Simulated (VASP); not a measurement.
# HgTe (F-43m) in VASP: notebook

The runs below take HgTe through single point, with PBE.

All numbers are computed with VASP 6.6.1; they aren't measurements. Logs are shortened: lines on timing, memory, paths and dates and some standing lists are left out, and cuts for length are marked.

## 1. The cell of the first run

The structure is cubic, space group F-43m (No. 216). The conventional cell has a = 6.382 Å, b = 6.382 Å, c = 6.382 Å, α = 90.00°, β = 90.00°, γ = 90.00°. Within 3.6 Å of Hg (site symmetry -43m) lie 4 Te at 2.76 Å. Within 3.6 Å of Te (site symmetry -43m) lie 4 Hg at 2.76 Å.

## 2. Single point, PBE (volume scaled by 0.97)

INCAR reads:

```
SYSTEM = HgTe
ALGO = Normal ; EDIFF = 1E-6
ENCUT = 520 ; GGA = PE
ISIF = 2 ; ISMEAR = -1
LASPH = .True. ; LCHARG = .False.
LREAL = .False. ; LWAVE = .False.
NBANDS = 16 ; NELM = 80
PREC = Accurate ; SIGMA = 0.05
```

KPOINTS reads:

```
k-points
0
Gamma
  9 9 9
  0 0 0
```

POSCAR reads:

```
HgTe
1.0
    0.0000000000      3.1909371676      3.1909371676
    3.1909371676      0.0000000000      3.1909371676
    3.1909371676      3.1909371676      0.0000000000
Hg Te
1 1
Direct
    0.0000000000      0.0000000000      0.0000000000
    0.7500000000      0.7500000000      0.7500000000
```

Potentials or basis: VASP PAW PBE potentials, release 64 (Hg, Te).

The run is started by

```console
> cat potpaw_PBE.64/Hg/POTCAR potpaw_PBE.64/Te/POTCAR > POTCAR
> mpirun -np 1 vasp_std > vasp.out
```

OUTCAR:

```text
SYSTEM = HgTe
   EDIFF = 1E-6
   ENCUT = 520
   GGA = PE
   ISIF = 2
   ISMEAR = -1
   LASPH = .True.
   LREAL = .False.
   NELM = 80
   PREC = Accurate

 ion  position               nearest neighbor table
   1  0.000  0.000  0.000-   2 2.76   2 2.76   2 2.76   2 2.76
   2  0.750  0.750  0.750-   1 2.76   1 2.76   1 2.76   1 2.76

  LATTYP: Found a face centered cubic cell.
 ALAT       =     6.3818743352

  Lattice vectors:

 A1 = (   0.0000000000,   3.1909371676,   3.1909371676)
 A2 = (   3.1909371676,   0.0000000000,   3.1909371676)
 A3 = (   3.1909371676,   3.1909371676,   0.0000000000)

Analysis of symmetry for initial positions (statically):
=====================================================================
 Subroutine PRICEL returns:
 Original cell was already a primitive cell.

 Routine SETGRP: Setting up the symmetry group for a
 face centered cubic supercell.

 Subroutine GETGRP returns: Found 24 space group operations
 (whereof 24 operations were pure point group operations)
 out of a pool of 48 trial point group operations.

The static configuration has the point symmetry T_d .

Analysis of symmetry for dynamics (positions and initial velocities):
=====================================================================
 Subroutine PRICEL returns:
 Original cell was already a primitive cell.

 Routine SETGRP: Setting up the symmetry group for a
 face centered cubic supercell.

 Subroutine GETGRP returns: Found 24 space group operations
 (whereof 24 operations were pure point group operations)
 out of a pool of 48 trial point group operations.

The dynamic configuration has the point symmetry T_d .

 Subroutine INISYM returns: Found 24 space group operations
 (whereof 24 operations are pure point group operations),
 and found     1 'primitive' translations

----------------------------------------------------------------------------------------

                                     Primitive cell

  volume of cell :      64.9808

  direct lattice vectors                    reciprocal lattice vectors
     0.000000000  3.190937168  3.190937168    -0.156693778  0.156693778  0.156693778
     3.190937168  0.000000000  3.190937168     0.156693778 -0.156693778  0.156693778
     3.190937168  3.190937168  0.000000000     0.156693778  0.156693778 -0.156693778

  length of vectors
     4.512666619  4.512666619  4.512666619     0.271401585  0.271401585  0.271401585

  position of ions in fractional coordinates (direct lattice)
     0.000000000  0.000000000  0.000000000
     0.750000000  0.750000000  0.750000000

  ion indices of the primitive-cell ions
   primitive index   ion index
                 1           1
[... 64 lines left out ...]
   PREC   = accura    normal or accurate (medium, high low for compatibility)
   ISTART =      0    job   : 0-new  1-cont  2-samecut
   ICHARG =      2    charge: 1-file 2-atom 10-const
   ISPIN  =      1    spin polarized calculation?
   LNONCOLLINEAR =      F non collinear calculations
   LSORBIT =      F    spin-orbit coupling
   LASPH  =      T    aspherical Exc in radial PAW
   ENCUT  =  520.0 eV  38.22 Ry    6.18 a.u.   8.39  8.39  8.39*2*pi/ulx,y,z
   NELM   =     80;   NELMIN=  2; NELMDL= -5     # of ELM steps
   EDIFF  = 0.1E-05   stopping-criterion for ELM
   LREAL  =      F    real-space projection
[... 7 lines left out ...]
   TEBEG  =    0.0;   TEEND  =   0.0 temperature during run
   PSTRESS=    0.0 pullay stress
   NELECT =      18.0000    total number of electrons
   NUPDOWN=      -1.0000    fix difference up-down
   EMIN   =  10.00;   EMAX   =-10.00  energy-range for DOS
   EFERMI =   0.00;   METHOD = LEGACY
   ISMEAR =    -1;   SIGMA  =   0.05  broadening in eV -4-tet -1-fermi 0-gaus
   EFERMI_NEDOS =   21; number of points for ismear=-14 and -15
   IALGO  =     38    algorithm
   IMIX   =      4    mixing-type and parameters
     AMIX     =   0.40;   BMIX     =  1.00
     AMIX_MAG =   1.60;   BMIX_MAG =  1.00
  volume/ion in A,a.u.               =      32.49       219.26
  Fermi-wavevector in a.u.,A,eV,Ry     =   1.067179  2.016677 15.495291  1.138872
  Thomas-Fermi vector in A             =   2.202787
   LORBIT       =      0    0 simple, 1 ext, 2 COOP (PROOUT), +10 PAW based schemes
   GGA     = PE    functional components
[... 5 lines left out ...]
 non-spin polarized calculation
  energy-cutoff  :      520.00
  volume of cell :       64.98
 maximum number of plane-waves:      1807
 NGX is ok and might be reduce to    36
   NGX = 17   NGY = 17   NGZ = 17

 number of electron      17.9999998 magnetization

 Free energy of the ion-electron system (eV)
  ---------------------------------------------------
  ext. energy  EPLUGINS =         0.00000000
  ---------------------------------------------------
  free energy    TOTEN  =        -3.50814247 eV

  energy without entropy =       -3.50770234  energy(sigma->0) =       -3.50792240

 E-fermi :   3.5742     XC(G=0):  -8.9202

 val. band max:        3.5163313307   @ k =   0.0000   0.0000   0.0000
 cond. band min:       4.1644343457   @ k =   0.1111   0.0000   0.0000
 fundamental gap:      0.6481030150
 Fermi energy:         3.5742440782

 k-point     1 :       0.0000    0.0000    0.0000
  band No.  band energies     occupation
      1      -8.7580      2.00000
      2      -4.0729      2.00000
      3      -4.0729      2.00000
      4      -4.0729      2.00000
      5      -3.4950      2.00000
      6      -3.4950      2.00000
[... 433 lines left out ...]
      3      -3.7127      2.00000
      4      -3.7127      2.00000
      5      -3.4288      2.00000
      6      -3.1224      2.00000
[... 8 lines left out ...]
     15      13.7790      0.00000
     16      15.4130      0.00000

 [... further k-points ...]

------------------------ aborting loop because EDIFF is reached ----------------------------------------

  FORCE on cell =-STRESS in cart. coord.  units (eV):
  Direction    XX          YY          ZZ          XY          YZ          ZX
  --------------------------------------------------------------------------------------
  -------------------------------------------------------------------------------------
  Total        2.4035214      2.4035214      2.4035214      0.0000000      0.0000000      0.0000000
  in kB       59.2616605     59.2616605     59.2616605      0.0000000      0.0000000      0.0000000
  external PRESSURE =      59.2616605 kB  Pullay stress =       0.0000000 kB

 VOLUME and BASIS-vectors are now :
 -----------------------------------------------------------------------------
  energy-cutoff  :      520.00
  volume of cell :       64.98
      direct lattice vectors                 reciprocal lattice vectors
     0.000000000  3.190937168  3.190937168    -0.156693778  0.156693778  0.156693778
     3.190937168  0.000000000  3.190937168     0.156693778 -0.156693778  0.156693778
     3.190937168  3.190937168  0.000000000     0.156693778  0.156693778 -0.156693778

 POSITION                                       TOTAL-FORCE (eV/Angst)
 -----------------------------------------------------------------------------------
      0.00000      0.00000      0.00000        -0.000000      0.000000      0.000000
      4.78641      4.78641      4.78641         0.000000     -0.000000     -0.000000
 -----------------------------------------------------------------------------------
    total drift:                               -0.000000     -0.000000     -0.000000

  FREE ENERGIE OF THE ION-ELECTRON SYSTEM (eV)
  ---------------------------------------------------
  free  energy   TOTEN  =        -3.5081424692 eV

  energy  without entropy=       -3.5077023396  energy(sigma->0) =       -3.50792240
```

OSZICAR:

```text
N       E                     dE             d eps       ncg     rms          rms(c)
DAV:   1     0.105210627269E+03    0.10521E+03   -0.81621E+03  1136   0.979E+02
DAV:   2    -0.256045526964E+00   -0.10547E+03   -0.99197E+02  1344   0.230E+02
DAV:   3    -0.369614526255E+01   -0.34401E+01   -0.34332E+01  1368   0.429E+01
DAV:   4    -0.372710517502E+01   -0.30960E-01   -0.30958E-01  1672   0.376E+00
DAV:   5    -0.372720354206E+01   -0.98367E-04   -0.98367E-04  1408   0.182E-01    0.837E+00
DAV:   6    -0.351772168732E+01    0.20948E+00   -0.40637E-01  1336   0.883E+00    0.652E+00
DAV:   7    -0.350906232005E+01    0.86594E-02   -0.10667E-01  1296   0.228E+00    0.226E+00
DAV:   8    -0.350808902647E+01    0.97329E-03   -0.12181E-02  1248   0.129E+00    0.583E-01
DAV:   9    -0.350810042094E+01   -0.11394E-04   -0.75262E-04  1432   0.319E-01    0.147E-01
DAV:  10    -0.350812946196E+01   -0.29041E-04   -0.86286E-05  1392   0.816E-02    0.514E-02
DAV:  11    -0.350814526001E+01   -0.15798E-04   -0.40218E-05  1368   0.516E-02    0.468E-02
DAV:  12    -0.350814277743E+01    0.24826E-05   -0.49336E-06  1272   0.221E-02    0.221E-02
DAV:  13    -0.350814246922E+01    0.30821E-06   -0.90809E-07  1008   0.520E-03
   1 F= -.35081425E+01 E0= -.35079224E+01  d E =-.440130E-03
```

stdout:

```text
POSCAR found type information on POSCAR HgTe
 POSCAR found :  2 types and       2 ions
 scaLAPACK will be used
 LDA part: xc-table for (Slater+PW92), standard interpolation
 POSCAR, INCAR and KPOINTS ok, starting setup
 FFT: planning ... GRIDC
 FFT: planning ... GRID_SOFT
 FFT: planning ... GRID
 WAVECAR not read
 entering main loop
```

It took 30 s on 1 thread of Intel Xeon Platinum 8488C (Sapphire Rapids), shared host; peak memory 0.21 GiB.

Results:

| Property | Result |
| --- | --- |
| Free energy | -3.5081 eV |
| Pressure | 5.9 GPa |
| Band gap on the k mesh | zero (filled and empty bands touch) |

Caveat: the cell differs from its parent crystal (volume scaled by 0.97); spin-orbit coupling is left out, which moves the levels of the heavy elements.

## 3. Single point, PBE

This run uses another cell than the first one, of 33.50 Å³/atom, 1.031 times its volume.

INCAR reads:

```
PREC = Accurate
ENCUT = 520
EDIFF = 1E-7
ISMEAR = -1
SIGMA = 0.05
LREAL = False
LASPH = True
NELM = 80
ALGO = Normal
ISIF = 2
LWAVE = False
LCHARG = False
GGA = PE
NBANDS = 16
```

KPOINTS reads:

```
Automatic mesh
0
Gamma
  9 9 9
```

POSCAR reads:

```
HgTe
1.0
    0.0000000000      3.2235000000      3.2235000000
    3.2235000000      0.0000000000      3.2235000000
    3.2235000000      3.2235000000      0.0000000000
Hg Te
1 1
Direct
    0.0000000000      0.0000000000      0.0000000000
    0.7500000000      0.7500000000      0.7500000000
```

Potentials or basis: VASP PAW PBE potentials, release 64 (Hg, Te).

The run is started by

```console
> cat potpaw_PBE.64/Hg/POTCAR potpaw_PBE.64/Te/POTCAR > POTCAR
> mpirun -np 1 vasp_std > vasp.out
```

Run time: 35 s. Hardware: 1 thread of Intel Xeon Platinum 8488C (Sapphire Rapids), shared host; peak memory 0.22 GiB.

The run converged. Its results:

```
Free energy            : -3.5715 eV
Pressure               : 4.2 GPa
Band gap on the k mesh : zero (filled and empty bands touch)
```

Levels at points of the mesh, in eV from the Fermi level:
```tsv
k point	band 6	band 7	band 8	band 9	band 10	band 11	band 12	band 13
(0.00, 0.00, 0.00)	-6.92	-0.77	-0.06	-0.06	-0.06	4.15	4.15	4.15
```

Caveat: spin-orbit coupling is left out, which moves the levels of the heavy elements.

(Part 1 of 2 ends here.)
